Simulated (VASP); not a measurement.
# Ge (P6_3/mmc) in VASP: a series of runs

The runs below take Ge through single point, with BLYP.

Program: VASP 6.6.1. These are calculated values, not measurements. Logs are shortened: lines on timing, memory, paths and dates and some standing lists are left out, and cuts for length are marked.

## Step 1: The cell of the first run

It takes space group P6_3/mmc (No. 194, hexagonal). Conventional cell: a = 2.992 Å, b = 2.992 Å, c = 9.890 Å, α = 90.00°, β = 90.00°, γ = 120.00°. Ge (site symmetry -3m) has 12 Ge at 2.99 to 3.02 Å within 3.9 Å. Ge (site symmetry -6m2) has 12 Ge at 2.99 to 3.02 Å within 3.9 Å.

This isn't the form of Ge at room conditions, which is diamond.

## Step 2: Single point, BLYP (19.17 Å³/atom)

File INCAR:

```
PREC = Accurate
ENCUT = 520
EDIFF = 1E-6
ISMEAR = -1
SIGMA = 0.1
LREAL = F
LASPH = T
NELM = 60
ALGO = Normal
ISIF = 2
LWAVE = F
LCHARG = F
GGA = B5
ALDAX = 1.0
AGGAX = 1.0
AGGAC = 1.0
ALDAC = 0.0
NBANDS = 36
```

File KPOINTS:

```
regular mesh
0
Gamma
  13 13 4
```

File POSCAR:

```
Ge
1.0
    2.9924683752      0.0000000000      0.0000000000
   -1.4962341876      2.5915536329      0.0000000000
    0.0000000000      0.0000000000      9.8897635963
Ge
4
Direct
    1.0000000000      1.0000000000      0.0000000000
    1.0000000000      1.0000000000      0.5000000000
    0.3333333333      0.6666666667      0.2500000000
    0.6666666667      0.3333333333      0.7500000000
```

Potentials or basis: VASP PAW PBE potentials, release 64 (Ge_d).

Started as:

```sh
$ cat potpaw_PBE.64/Ge_d/POTCAR > POTCAR
$ mpirun -np 1 vasp_std > vasp.out
```

OUTCAR:

```text
PREC = Accurate
   ENCUT = 520
   EDIFF = 1E-6
   ISMEAR = -1
   LREAL = F
   LASPH = T
   NELM = 60
   ISIF = 2
   GGA = B5

 ion  position               nearest neighbor table
   1  0.000  0.000  0.000-
   2  0.000  0.000  0.500-
   3  0.333  0.667  0.250-
   4  0.667  0.333  0.750-

  LATTYP: Found a hexagonal cell.
 ALAT       =     2.9924683752
 C/A-ratio  =     3.3048849165

  Lattice vectors:

 A1 = (   2.9924683752,   0.0000000000,   0.0000000000)
 A2 = (  -1.4962341876,   2.5915536329,   0.0000000000)
 A3 = (   0.0000000000,   0.0000000000,   9.8897635963)

Analysis of symmetry for initial positions (statically):
=====================================================================
 Subroutine PRICEL returns:
 Original cell was already a primitive cell.

 Routine SETGRP: Setting up the symmetry group for a
 hexagonal supercell.

 Subroutine GETGRP returns: Found 24 space group operations
 (whereof 12 operations were pure point group operations)
 out of a pool of 24 trial point group operations.

The static configuration has the point symmetry D_3d.
 The point group associated with its full space group is D_6h.

Analysis of symmetry for dynamics (positions and initial velocities):
=====================================================================
 Subroutine PRICEL returns:
 Original cell was already a primitive cell.

 Routine SETGRP: Setting up the symmetry group for a
 hexagonal supercell.

 Subroutine GETGRP returns: Found 24 space group operations
 (whereof 12 operations were pure point group operations)
 out of a pool of 24 trial point group operations.

The dynamic configuration has the point symmetry D_3d.
 The point group associated with its full space group is D_6h.

 Subroutine INISYM returns: Found 24 space group operations
 (whereof 12 operations are pure point group operations),
 and found     1 'primitive' translations

----------------------------------------------------------------------------------------

                                     Primitive cell

  volume of cell :      76.6965

  direct lattice vectors                    reciprocal lattice vectors
     2.992468375  0.000000000  0.000000000     0.334172287  0.192934460  0.000000000
    -1.496234188  2.591553633  0.000000000     0.000000000  0.385868919  0.000000000
     0.000000000  0.000000000  9.889763596     0.000000000  0.000000000  0.101114652

  length of vectors
     2.992468375  2.992468375  9.889763596     0.385868919  0.385868919  0.101114652

  position of ions in fractional coordinates (direct lattice)
     0.000000000  0.000000000  0.000000000
     0.000000000  0.000000000  0.500000000
     0.333333333  0.666666667  0.250000000
     0.666666667  0.333333333  0.750000000

  ion indices of the primitive-cell ions
   primitive index   ion index
                 1           1
                 2           2
                 3           3
                 4           4

----------------------------------------------------------------------------------------

 KPOINTS: regular mesh

Automatic generation of k-mesh.
 Grid dimensions read from file:
 generate k-points for:   13   13    4

 Generating k-lattice:

  Cartesian coordinates                     Fractional coordinates (reciprocal lattice)
     0.025705561  0.014841112  0.000000000     0.076923077  0.000000000  0.000000000
     0.000000000  0.029682225  0.000000000     0.000000000  0.076923077  0.000000000
     0.000000000  0.000000000  0.025278663     0.000000000  0.000000000  0.250000000

  Length of vectors
     0.029682225  0.029682225  0.025278663

  Shift w.r.t. Gamma in fractional coordinates (k-lattice)
     0.000000000  0.000000000  0.000000000

 Subroutine IBZKPT returns following result:
 ===========================================

 Found     63 irreducible k-points:

 Following reciprocal coordinates:
            Coordinates               Weight
  0.000000  0.000000  0.000000      1.000000
  0.076923  0.000000  0.000000      6.000000
  0.153846  0.000000  0.000000      6.000000
  0.230769 -0.000000  0.000000      6.000000
  0.307692  0.000000  0.000000      6.000000
  0.384615 -0.000000  0.000000      6.000000
[... 16 lines left out ...]
  0.076923  0.000000  0.250000     12.000000
  0.153846  0.000000  0.250000     12.000000
 [... further k-points ...]
   k-points           NKPTS =     63   k-points in BZ     NKDIM =     63   number of bands    NBANDS=     36
   number of dos      NEDOS =    301   number of ions     NIONS =      4
   total plane-waves  NPLWV =  46080
   dimension x,y,z NGX =    24 NGY =   24 NGZ =   80
   dimension x,y,z NGXF=    48 NGYF=   48 NGZF=  160
   ions per type =               4
   NGX,Y,Z   is equivalent  to a cutoff of  13.33, 13.33, 13.45 a.u.
   NGXF,Y,Z  is equivalent  to a cutoff of  26.67, 26.67, 26.90 a.u.
 SYSTEM =  unknown system
   PREC   = accura    normal or accurate (medium, high low for compatibility)
   ISTART =      0    job   : 0-new  1-cont  2-samecut
   ICHARG =      2    charge: 1-file 2-atom 10-const
   ISPIN  =      1    spin polarized calculation?
   LNONCOLLINEAR =      F non collinear calculations
   LSORBIT =      F    spin-orbit coupling
   LASPH  =      T    aspherical Exc in radial PAW
   ENCUT  =  520.0 eV  38.22 Ry    6.18 a.u.   5.56  5.56 18.39*2*pi/ulx,y,z
   NELM   =     60;   NELMIN=  2; NELMDL= -5     # of ELM steps
   EDIFF  = 0.1E-05   stopping-criterion for ELM
   LREAL  =      F    real-space projection
   EDIFFG = 0.1E-04   stopping-criterion for IOM
   NSW    =      0    number of steps for IOM
   IBRION =     -1    ionic relax: 0-MD 1-quasi-New 2-CG
   NFREE  =      0    steps in history (QN), initial steepest desc. (CG)
   ISIF   =      2    stress and relaxation
   ISYM   =      2    0-nonsym 1-usesym 2-fastsym
   POTIM  = 0.5000    time-step for ionic-motion
   TEBEG  =    0.0;   TEEND  =   0.0 temperature during run
   PSTRESS=    0.0 pullay stress
   NELECT =      56.0000    total number of electrons
   NUPDOWN=      -1.0000    fix difference up-down
   EMIN   =  10.00;   EMAX   =-10.00  energy-range for DOS
   EFERMI =   0.00;   METHOD = LEGACY
   ISMEAR =    -1;   SIGMA  =   0.10  broadening in eV -4-tet -1-fermi 0-gaus
   EFERMI_NEDOS =   21; number of points for ismear=-14 and -15
   IALGO  =     38    algorithm
   IMIX   =      4    mixing-type and parameters
     AMIX     =   0.40;   BMIX     =  1.00
     AMIX_MAG =   1.60;   BMIX_MAG =  1.00
  volume/ion in A,a.u.               =      19.17       129.39
  Fermi-wavevector in a.u.,A,eV,Ry     =   1.474163  2.785765 29.567604  2.173158
  Thomas-Fermi vector in A             =   2.588968
   LORBIT       =      0    0 simple, 1 ext, 2 COOP (PROOUT), +10 PAW based schemes
   GGA     = B5    functional components
   LHFCALC =     F    Hartree Fock is set to
   AEXX    =    0.0000 exact exchange contribution
   IVDW    =     0    specifies the selected vdW correction
   LEPSILON=     F    determine dielectric tensor
   LRPA    =     F    only Hartree local field effects (RPA)
 non-spin polarized calculation
  energy-cutoff  :      520.00
  volume of cell :       76.70
 maximum number of plane-waves:      2101
 NGX is ok and might be reduce to    24
   NGX = 11   NGY = 11   NGZ = 37

 number of electron      56.0000047 magnetization

 Free energy of the ion-electron system (eV)
  ---------------------------------------------------
  ext. energy  EPLUGINS =         0.00000000
  ---------------------------------------------------
  free energy    TOTEN  =       -13.13874252 eV

  energy without entropy =      -13.08708320  energy(sigma->0) =      -13.11291286

 E-fermi :   7.1524     XC(G=0): -10.6192

 val. band max:        7.1280526403   @ k =   0.3846   0.1538   0.5000
 cond. band min:       7.1847607941   @ k =   0.3846   0.1538   0.0000
 fundamental gap:      0.0567081537
 Fermi energy:         7.1524219454

 k-point     1 :       0.0000    0.0000    0.0000
  band No.  band energies     occupation
      1     -17.6597      2.00000
      2     -17.6587      2.00000
      3     -17.6529      2.00000
      4     -17.6529      2.00000
      5     -17.6472      2.00000
      6     -17.6472      2.00000
[... 28 lines left out ...]
     35      15.6448      0.00000
     36      15.6448      0.00000

 k-point     2 :       0.0769    0.0000    0.0000
  band No.  band energies     occupation
      1     -17.6593      2.00000
      2     -17.6575      2.00000
      3     -17.6526      2.00000
      4     -17.6494      2.00000
      5     -17.6481      2.00000
      6     -17.6445      2.00000
[... 28 lines left out ...]
     35      15.3750      0.00000
     36      15.7120      0.00000

 k-point     3 :       0.1538    0.0000    0.0000
  band No.  band energies     occupation
      1     -17.6651      2.00000
      2     -17.6607      2.00000
      3     -17.6492      2.00000
      4     -17.6489      2.00000
      5     -17.6427      2.00000
      6     -17.6356      2.00000
[... 28 lines left out ...]
     35      14.9039      0.00000
     36      15.4954      0.00000

 k-point     4 :       0.2308   -0.0000    0.0000
  band No.  band energies     occupation
      1     -17.6754      2.00000
      2     -17.6670      2.00000
      3     -17.6565      2.00000
      4     -17.6463      2.00000
      5     -17.6404      2.00000
      6     -17.6361      2.00000
[... 28 lines left out ...]
     35      13.8844      0.00000
     36      14.9460      0.00000

 k-point     5 :       0.3077    0.0000    0.0000
  band No.  band energies     occupation
      1     -17.6863      2.00000
      2     -17.6733      2.00000
      3     -17.6651      2.00000
      4     -17.6493      2.00000
      5     -17.6481      2.00000
      6     -17.6384      2.00000
[... 655 lines left out ...]
 k-point    22 :       0.0000    0.0000    0.2500
  band No.  band energies     occupation
      1     -17.6596      2.00000
      2     -17.6588      2.00000
      3     -17.6522      2.00000
      4     -17.6522      2.00000
      5     -17.6482      2.00000
      6     -17.6482      2.00000
[... 28 lines left out ...]
     35      15.5476      0.00000
     36      15.5476      0.00000

 k-point    23 :       0.0769    0.0000    0.2500
  band No.  band energies     occupation
      1     -17.6591      2.00000
      2     -17.6579      2.00000
      3     -17.6522      2.00000
      4     -17.6499      2.00000
      5     -17.6474      2.00000
      6     -17.6435      2.00000
[... 28 lines left out ...]
     35      14.9005      0.00000
     36      15.5811      0.00000

 k-point    24 :       0.1538    0.0000    0.2500
  band No.  band energies     occupation
      1     -17.6648      2.00000
      2     -17.6618      2.00000
      3     -17.6502      2.00000
      4     -17.6463      2.00000
      5     -17.6432      2.00000
      6     -17.6359      2.00000
[... 28 lines left out ...]
     35      14.4164      0.00000
     36      15.2864      0.00000

 [... further k-points ...]

------------------------ aborting loop because EDIFF is reached ----------------------------------------

  FORCE on cell =-STRESS in cart. coord.  units (eV):
  Direction    XX          YY          ZZ          XY          YZ          ZX
  --------------------------------------------------------------------------------------
  -------------------------------------------------------------------------------------
  Total        3.5350945      3.5350945      4.0085666      0.0000000      0.0000000     -0.0000000
  in kB       73.8475217     73.8475217     83.7382747      0.0000000      0.0000000     -0.0000000
  external PRESSURE =      77.1444394 kB  Pullay stress =       0.0000000 kB

 VOLUME and BASIS-vectors are now :
 -----------------------------------------------------------------------------
  energy-cutoff  :      520.00
  volume of cell :       76.70
      direct lattice vectors                 reciprocal lattice vectors
     2.992468375  0.000000000  0.000000000     0.334172287  0.192934460  0.000000000
    -1.496234188  2.591553633  0.000000000     0.000000000  0.385868919  0.000000000
     0.000000000  0.000000000  9.889763596     0.000000000  0.000000000  0.101114652

 POSITION                                       TOTAL-FORCE (eV/Angst)
 -----------------------------------------------------------------------------------
      0.00000      0.00000      0.00000        -0.000000     -0.000000     -0.000000
      0.00000      0.00000      4.94488        -0.000000     -0.000000     -0.000000
     -0.00000      1.72770      2.47244         0.000000     -0.000000      0.000000
      1.49623      0.86385      7.41732        -0.000000      0.000000     -0.000000
 -----------------------------------------------------------------------------------
    total drift:                               -0.000000      0.000000     -0.000000

  FREE ENERGIE OF THE ION-ELECTRON SYSTEM (eV)
  ---------------------------------------------------
  free  energy   TOTEN  =       -13.1387425232 eV

  energy  without entropy=      -13.0870832049  energy(sigma->0) =      -13.11291286
```

It took 70 s on 1 thread of Intel Xeon 6975P-C (Granite Rapids), shared host; peak memory 0.26 GiB.

Results:

```
Free energy            : -13.1387 eV
Pressure               : 7.7 GPa
Band gap on the k mesh : zero (bands 28 and 29 overlap by 9.03 eV)
```

Stress tensor (GPa, compression positive):
```
7.38 0.00 0.00
0.00 7.38 0.00
0.00 0.00 8.37
```

Caveat: the cell stands under pressure; the PAW data sets were made with another functional, which shifts forces and pressure a little.

## Step 3: Single point, BLYP

This run uses another cell than the first one, of 21.79 Å³/atom.

File INCAR:

```
SYSTEM = Ge
PREC     = Accurate       ! precision mode
ENCUT    = 520            ! plane-wave cutoff, eV
EDIFF    = 1E-6           ! SCF threshold, eV
ISMEAR   = -1             ! smearing method
SIGMA    = 0.1            ! smearing width, eV
LREAL    = .FALSE.        ! projectors in reciprocal space
LASPH    = .TRUE.         ! aspherical terms in the spheres
NELM     = 100            ! most SCF steps
ALGO     = Normal         ! electronic algorithm
ISIF     = 2              ! what is computed and relaxed
LWAVE    = .FALSE.        ! write WAVECAR
LCHARG   = .FALSE.        ! write CHGCAR
GGA      = B5             ! functional
ALDAX    = 1.0          
AGGAX    = 1.0          
AGGAC    = 1.0          
ALDAC    = 0.0          
NBANDS   = 36             ! bands
```

File KPOINTS:

```
regular mesh
0
G
  12 12 4
  0 0 0
```

File POSCAR:

```
Ge
1.0
    3.1227365420      0.0000000000      0.0000000000
   -1.5613682710      2.7043691747      0.0000000000
    0.0000000000      0.0000000000     10.3202848961
Ge
4
Direct
    1.0000000000      1.0000000000      0.0000000000
    1.0000000000      1.0000000000      0.5000000000
    0.3333333333      0.6666666667      0.2500000000
    0.6666666667      0.3333333333      0.7500000000
```

Potentials or basis: VASP PAW PBE potentials, release 64 (Ge_d).

Started as:

```sh
$ cat potpaw_PBE.64/Ge_d/POTCAR > POTCAR
$ mpirun -np 1 vasp_std > vasp.out
```

OUTCAR:

```text
SYSTEM = Ge
   PREC = Accurate
   ENCUT = 520
   EDIFF = 1E-6
   ISMEAR = -1
   LREAL = .FALSE.
   LASPH = .TRUE.
   NELM = 100
   ISIF = 2
   GGA = B5

 ion  position               nearest neighbor table
   1  0.000  0.000  0.000-
   2  0.000  0.000  0.500-
   3  0.333  0.667  0.250-
   4  0.667  0.333  0.750-

  LATTYP: Found a hexagonal cell.
 ALAT       =     3.1227365420
 C/A-ratio  =     3.3048849166
[... 1133 lines left out ...]

  FORCE on cell =-STRESS in cart. coord.  units (eV):
  Direction    XX          YY          ZZ          XY          YZ          ZX
  --------------------------------------------------------------------------------------
  -------------------------------------------------------------------------------------
  Total        0.1095475      0.1095475      0.1107153      0.0000000      0.0000000      0.0000000
  in kB        2.0138176      2.0138176      2.0352846      0.0000000      0.0000000      0.0000000
  external PRESSURE =       2.0209732 kB  Pullay stress =       0.0000000 kB

 VOLUME and BASIS-vectors are now :
 -----------------------------------------------------------------------------
  energy-cutoff  :      520.00
  volume of cell :       87.16
      direct lattice vectors                 reciprocal lattice vectors
     3.122736542  0.000000000  0.000000000     0.320231946  0.184886000  0.000000000
    -1.561368271  2.704369175  0.000000000     0.000000000  0.369772001  0.000000000
     0.000000000  0.000000000 10.320284896     0.000000000  0.000000000  0.096896550

 POSITION                                       TOTAL-FORCE (eV/Angst)
 -----------------------------------------------------------------------------------
      0.00000      0.00000      0.00000         0.000000      0.000000      0.000000
      0.00000      0.00000      5.16014         0.000000      0.000000      0.000000
     -0.00000      1.80291      2.58007         0.000000     -0.000000     -0.000000
      1.56137      0.90146      7.74021        -0.000000      0.000000     -0.000000
 -----------------------------------------------------------------------------------
    total drift:                               -0.000000      0.000000     -0.000000

  FREE ENERGIE OF THE ION-ELECTRON SYSTEM (eV)
  ---------------------------------------------------
  free  energy   TOTEN  =       -13.3463258180 eV

  energy  without entropy=      -13.2735641937  energy(sigma->0) =      -13.30994501
```

Run time: 61 s. Hardware: 1 thread of Intel Xeon 6975P-C (Granite Rapids), shared host; peak memory 0.27 GiB.

What came out:

- Free energy: -13.3463 eV
- Pressure: 0.2 GPa
- Band gap on the k mesh: zero (bands 28 and 29 overlap by 8.28 eV)

Caveat: the PAW data sets were made with another functional, which shifts forces and pressure a little.

## Step 4: Single point, BLYP (20.05 Å³/atom)

This run uses another cell than the first one, of 20.05 Å³/atom.

File INCAR:

```
SYSTEM = Ge
AGGAC = 1.0
AGGAX = 1.0
ALDAC = 0.0
ALDAX = 1.0
ALGO = Normal
EDIFF = 1E-6
ENCUT = 520
GGA = B5
ISIF = 2
ISMEAR = -1
LASPH = .TRUE.
LCHARG = .FALSE.
LREAL = .FALSE.
LWAVE = .FALSE.
NBANDS = 36
NELM = 100
PREC = Accurate
SIGMA = 0.1
```

File KPOINTS:

```
k-points
0
G
  13 13 4
  0 0 0
```

File POSCAR:

```
Ge
1.0
    3.0371386680      0.0000000000      0.0000000000
   -1.5185693340      2.6302392413      0.0000000000
    0.0000000000      0.0000000000     10.0373937733
Ge
4
Direct
    1.0000000000      1.0000000000      0.0000000000
    1.0000000000      1.0000000000      0.5000000000
    0.3333333333      0.6666666667      0.2500000000
    0.6666666667      0.3333333333      0.7500000000
```

Started as:

```sh
$ cat potpaw_PBE.64/Ge_d/POTCAR > POTCAR
$ mpirun -np 1 vasp_std > vasp.out
```

It took 70 s on 1 thread of Intel Xeon 6975P-C (Granite Rapids), shared host; peak memory 0.27 GiB.

It converged, with:

```
Free energy            : -13.2724 eV
Pressure               : 4.5 GPa
Band gap on the k mesh : zero (bands 28 and 29 overlap by 8.57 eV)
```

Stress tensor (GPa, compression positive):
```
4.17 0.00 0.00
0.00 4.17 0.00
0.00 0.00 5.06
```

Levels at points of the mesh, in eV from the Fermi level:
| k point | band 24 | band 25 | band 26 | band 27 | band 28 | band 29 | band 30 | band 31 | band 32 | band 33 |
| --- | --- | --- | --- | --- | --- | --- | --- | --- | --- | --- |
| (0.00, 0.00, 0.00) | -8.12 | -5.15 | 0.85 | 0.85 | 6.29 | 6.29 | 7.01 | 7.01 | 7.14 | 7.14 |
| (0.00, 0.00, 0.50) | -9.60 | -2.95 | -2.95 | 5.12 | 5.12 | 6.51 | 6.51 | 6.51 | 6.51 | 7.75 |

Caveat: the cell stands under pressure; the PAW data sets were made with another functional, which shifts forces and pressure a little.

## Step 5: Summary

```csv
cell,k mesh,gap on the mesh (eV),pressure (GPa)
"a = 2.992, b = 2.992, c = 9.890 Å, angles 90.0, 90.0, 120.0°, 4 atoms",13 × 13 × 4,none,7.7
"a = 3.123, b = 3.123, c = 10.320 Å, angles 90.0, 90.0, 120.0°, 4 atoms",12 × 12 × 4,none,0.2
"a = 3.037, b = 3.037, c = 10.037 Å, angles 90.0, 90.0, 120.0°, 4 atoms",13 × 13 × 4,none,4.5
```

Alike in all rows: task single point; level BLYP; potentials or basis VASP PAW PBE potentials, release 64 (Ge_d); no spin polarisation; cutoff (eV) 520; smearing fermi-dirac 0.1 eV.

Caveats: the PAW data sets were made with another functional, which shifts forces and pressure a little; the cell stands under pressure (at least some runs).

Absolute energies hang on the potentials; compare differences alone.
